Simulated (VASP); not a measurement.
# Cd2SeO (P4/mmm) in VASP: single point with PBE

Aim: the single point of Cd2SeO with PBE.

Program: VASP 6.6.1. These are calculated values, not measurements. Logs are shortened: lines on timing, memory, paths and dates and some standing lists are left out, and cuts for length are marked.

## Step 1: The cell of the first run

It takes space group P4/mmm (No. 123, tetragonal). Conventional cell: a = 3.768 Å, b = 3.768 Å, c = 5.162 Å, α = 90.00°, β = 90.00°, γ = 90.00°. Within 3.4 Å of O (site symmetry 4/mmm) lie 6 Cd at 2.58 to 2.66 Å. Cd (site symmetry 4/mmm) has 2 O at 2.58 Å and 4 Se at 2.66 Å within 3.4 Å. Cd (site symmetry 4/mmm) has 2 Se at 2.58 Å and 4 O at 2.66 Å within 3.4 Å. Se (site symmetry 4/mmm) has 6 Cd at 2.58 to 2.66 Å within 3.4 Å.

## Step 2: Single point, PBE, non-collinear spin, zero start, spin-orbit coupling

INCAR reads:

```
ALGO = Normal ; EDIFF = 1E-7
ENCUT = 520 ; GGA = PE
GGA_COMPAT = False ; ISIF = 2
ISMEAR = -1 ; LASPH = True
LCHARG = False ; LNONCOLLINEAR = True
LORBIT = 11 ; LORBMOM = True
LREAL = False ; LSORBIT = True
LWAVE = False ; MAGMOM = 0 0 0 0 0 0 0 0 0 0 0 0
NBANDS = 50 ; NELM = 150
PREC = Accurate ; SIGMA = 0.02
```

KPOINTS reads:

```
k-points
0
Gamma
  8 8 6
```

POSCAR reads:

```
Cd2SeO
1.0
    3.7675856667      0.0000000000      0.0000000000
    0.0000000000      3.7675856667      0.0000000000
    0.0000000000      0.0000000000      5.1616931531
O Cd Se
1 2 1
Direct
    0.0000000000      0.0000000000      0.0000000000
    0.0000000000      0.0000000000      0.5000000000
    0.5000000000      0.5000000000      0.0000000000
    0.5000000000      0.5000000000      0.5000000000
```

Potentials or basis: VASP PAW PBE potentials, release 64 (O, Cd, Se).

On the command line:

```sh
> cat potpaw_PBE.64/O/POTCAR potpaw_PBE.64/Cd/POTCAR potpaw_PBE.64/Se/POTCAR > POTCAR
> mpirun -np 1 vasp_ncl > vasp.out
```

OUTCAR:

```text
EDIFF = 1E-7
   ENCUT = 520
   GGA = PE
   ISIF = 2
   ISMEAR = -1
   LASPH = True
   LNONCOLLINEAR = True
   LORBIT = 11
   LREAL = False
   LSORBIT = True
   NELM = 150
   PREC = Accurate

 ion  position               nearest neighbor table
   1  0.000  0.000  0.000-   2 2.58   2 2.58   3 2.66   3 2.66   3 2.66   3 2.66
   2  0.000  0.000  0.500-   1 2.58   1 2.58   4 2.66   4 2.66   4 2.66   4 2.66   3 3.71   3 3.71
                             3 3.71   3 3.71   3 3.71   3 3.71   3 3.71   3 3.71
   3  0.500  0.500  0.000-   4 2.58   4 2.58   1 2.66   1 2.66   1 2.66   1 2.66   2 3.71   2 3.71
                             2 3.71   2 3.71   2 3.71   2 3.71   2 3.71   2 3.71
   4  0.500  0.500  0.500-   3 2.58   3 2.58   2 2.66   2 2.66   2 2.66   2 2.66

  LATTYP: Found a simple tetragonal cell.
 ALAT       =     3.7675856667
 C/A-ratio  =     1.3700267518

  Lattice vectors:

 A1 = (   3.7675856667,   0.0000000000,   0.0000000000)
 A2 = (   0.0000000000,   3.7675856667,   0.0000000000)
 A3 = (   0.0000000000,   0.0000000000,   5.1616931531)

Analysis of symmetry for initial positions (statically):
=====================================================================
 Subroutine PRICEL returns:
 Original cell was already a primitive cell.

 Routine SETGRP: Setting up the symmetry group for a
 simple tetragonal supercell.

 Subroutine GETGRP returns: Found 16 space group operations
 (whereof 16 operations were pure point group operations)
 out of a pool of 16 trial point group operations.

The static configuration has the point symmetry D_4h.

Analysis of symmetry for dynamics (positions and initial velocities):
=====================================================================
 Subroutine PRICEL returns:
 Original cell was already a primitive cell.

 Routine SETGRP: Setting up the symmetry group for a
 simple tetragonal supercell.

 Subroutine GETGRP returns: Found 16 space group operations
 (whereof 16 operations were pure point group operations)
 out of a pool of 16 trial point group operations.

The dynamic configuration has the point symmetry D_4h.

Analysis of structural, dynamic, and magnetic symmetry:
=====================================================================
 Subroutine PRICEL returns:
 Original cell was already a primitive cell.

 Routine SETGRP: Setting up the symmetry group for a
 simple tetragonal supercell.
[... 1418 lines left out ...]
      1.88379      1.88379      2.58085         0.000000      0.000000      0.000000
 -----------------------------------------------------------------------------------
    total drift:                                0.000000      0.000000     -0.000000

  FREE ENERGIE OF THE ION-ELECTRON SYSTEM (eV)
  ---------------------------------------------------
  free  energy   TOTEN  =       -11.8875797774 eV

  energy  without entropy=      -11.8873675532  energy(sigma->0) =      -11.88747367

 orbital moment (x)

 # of ion     p       d       tot
 ----------------------------------------
  1         0.000   0.000   0.000
  2         0.000  -0.000  -0.000
  3         0.000  -0.000  -0.000
  4         0.000   0.000   0.000
 ----------------------------------------
            0.000  -0.000  -0.000

 orbital moment (y)

 # of ion     p       d       tot
 ----------------------------------------
  1        -0.000   0.000  -0.000
  2        -0.000  -0.000  -0.000
  3        -0.000  -0.000  -0.000
  4        -0.000  -0.000  -0.000
 ----------------------------------------
           -0.000  -0.000  -0.000

 orbital moment (z)

 # of ion     p       d       tot
 ----------------------------------------
  1         0.000   0.000   0.000
  2         0.000  -0.000  -0.000
  3         0.000   0.000   0.000
  4         0.000   0.000   0.000
 ----------------------------------------
            0.000  -0.000  -0.000

 Spin-Orbit-Coupling matrix elements

 Ion:    1  E_soc:     -0.0004282
 l=   1
     0.0000000    -0.0000693    -0.0000755
    -0.0000693     0.0000000    -0.0000693
    -0.0000755    -0.0000693     0.0000000
 l=   2
     0.0000000     0.0000000     0.0000000     0.0000000     0.0000000
     0.0000000     0.0000000     0.0000000     0.0000000     0.0000000
     0.0000000     0.0000000     0.0000000     0.0000000     0.0000000
     0.0000000     0.0000000     0.0000000     0.0000000     0.0000000
     0.0000000     0.0000000     0.0000000     0.0000000     0.0000000
 l=   3
     0.0000000     0.0000000     0.0000000     0.0000000     0.0000000     0.0000000     0.0000000
     0.0000000     0.0000000     0.0000000     0.0000000     0.0000000     0.0000000     0.0000000
     0.0000000     0.0000000     0.0000000     0.0000000     0.0000000     0.0000000     0.0000000
     0.0000000     0.0000000     0.0000000     0.0000000     0.0000000     0.0000000     0.0000000
[... 49 lines left out ...]
 l=   2
     0.0000000    -0.0000019     0.0000000    -0.0000019    -0.0000113
    -0.0000019     0.0000000    -0.0000086    -0.0000001    -0.0000007
     0.0000000    -0.0000086     0.0000000    -0.0000086     0.0000000
    -0.0000019    -0.0000001    -0.0000086     0.0000000    -0.0000007
    -0.0000113    -0.0000007     0.0000000    -0.0000007     0.0000000
 l=   3
     0.0000000     0.0000000     0.0000000     0.0000000     0.0000000     0.0000000     0.0000000
     0.0000000     0.0000000     0.0000000     0.0000000     0.0000000     0.0000000     0.0000000
     0.0000000     0.0000000     0.0000000     0.0000000     0.0000000     0.0000000     0.0000000
     0.0000000     0.0000000     0.0000000     0.0000000     0.0000000     0.0000000     0.0000000
     0.0000000     0.0000000     0.0000000     0.0000000     0.0000000     0.0000000     0.0000000
     0.0000000     0.0000000     0.0000000     0.0000000     0.0000000     0.0000000     0.0000000
     0.0000000     0.0000000     0.0000000     0.0000000     0.0000000     0.0000000     0.0000000

 total charge

# of ion       s       p       d       tot
------------------------------------------
    1        1.577   3.243   0.000   4.820
    2        0.398   0.281   9.591  10.270
    3        0.377   0.227   9.592  10.195
    4        1.457   2.465   0.039   3.961
--------------------------------------------------
tot          3.809   6.216  19.221  29.246

 magnetization (x)

# of ion       s       p       d       tot
------------------------------------------
    1       -0.000   0.000   0.000   0.000
    2        0.000   0.000   0.000   0.000
    3        0.000  -0.000   0.000   0.000
    4       -0.000   0.000  -0.000  -0.000
--------------------------------------------------
tot         -0.000  -0.000   0.000   0.000

 magnetization (y)

# of ion       s       p       d       tot
------------------------------------------
    1       -0.000   0.000   0.000  -0.000
    2        0.000  -0.000   0.000  -0.000
    3        0.000   0.000   0.000   0.000
    4        0.000  -0.000   0.000  -0.000
--------------------------------------------------
tot          0.000  -0.000   0.000  -0.000

 magnetization (z)

# of ion       s       p       d       tot
------------------------------------------
    1        0.000   0.000   0.000   0.000
    2        0.000   0.000   0.000   0.000
    3       -0.000   0.000   0.000  -0.000
    4        0.000   0.000   0.000   0.000
--------------------------------------------------
tot         -0.000   0.000   0.000   0.000
```

OSZICAR:

```text
N       E                     dE             d eps       ncg     rms          rms(c)
DAV:   1     0.282288847861E+03    0.28229E+03   -0.18121E+04  6000   0.139E+03
DAV:   2     0.253778934685E+01   -0.27975E+03   -0.26597E+03  6626   0.366E+02
DAV:   3    -0.149125317102E+02   -0.17450E+02   -0.17277E+02  6908   0.940E+01
DAV:   4    -0.150673534134E+02   -0.15482E+00   -0.15460E+00  6526   0.836E+00
DAV:   5    -0.150680211343E+02   -0.66772E-03   -0.66747E-03  6776   0.508E-01    0.128E+01
DAV:   6    -0.125012479717E+02    0.25668E+01   -0.11266E+01  7944   0.390E+01    0.118E+01
DAV:   7    -0.119585642179E+02    0.54268E+00   -0.33414E+00  6632   0.110E+01    0.612E+00
DAV:   8    -0.118892449610E+02    0.69319E-01   -0.49533E-01  6230   0.466E+00    0.160E+00
DAV:   9    -0.118880390880E+02    0.12059E-02   -0.37277E-02  6720   0.194E+00    0.424E-01
DAV:  10    -0.118873463306E+02    0.69276E-03   -0.19404E-03  6254   0.312E-01    0.203E-01
DAV:  11    -0.118875139064E+02   -0.16758E-03   -0.27828E-04  6470   0.115E-01    0.911E-02
DAV:  12    -0.118875735849E+02   -0.59678E-04   -0.45226E-05  6294   0.454E-02    0.216E-02
DAV:  13    -0.118875817087E+02   -0.81238E-05   -0.36229E-05  7264   0.437E-02    0.151E-02
DAV:  14    -0.118875796901E+02    0.20186E-05   -0.91762E-06  6774   0.179E-02    0.314E-03
DAV:  15    -0.118875798329E+02   -0.14274E-06   -0.13821E-06  6144   0.707E-03    0.176E-03
DAV:  16    -0.118875797774E+02    0.55494E-07   -0.99562E-08  4990   0.237E-03
   1 F= -.11887580E+02 E0= -.11887474E+02  d E =-.212224E-03  mag=    -0.0000     0.0000    -0.0000
```

It took 6.9 min on 1 thread of AMD EPYC 9R14 (Zen 4), shared host; peak memory 0.48 GiB.

What came out:

| Item | Value |
| --- | --- |
| Free energy | -11.8876 eV |
| Pressure | 3.5 GPa |
| Net moment | 0.00 μB per cell |
| Valence electrons inside the program's atomic spheres | O 4.82; Cd 10.27, 10.20; Se 3.96 |

Moments on the atoms (μB; x, y, z):
```
O   0.00 0.00 0.00
Cd  0.00 0.00 0.00
Cd  0.00 0.00 0.00
Se  0.00 0.00 0.00
```

Caveat: the cell stands under pressure.
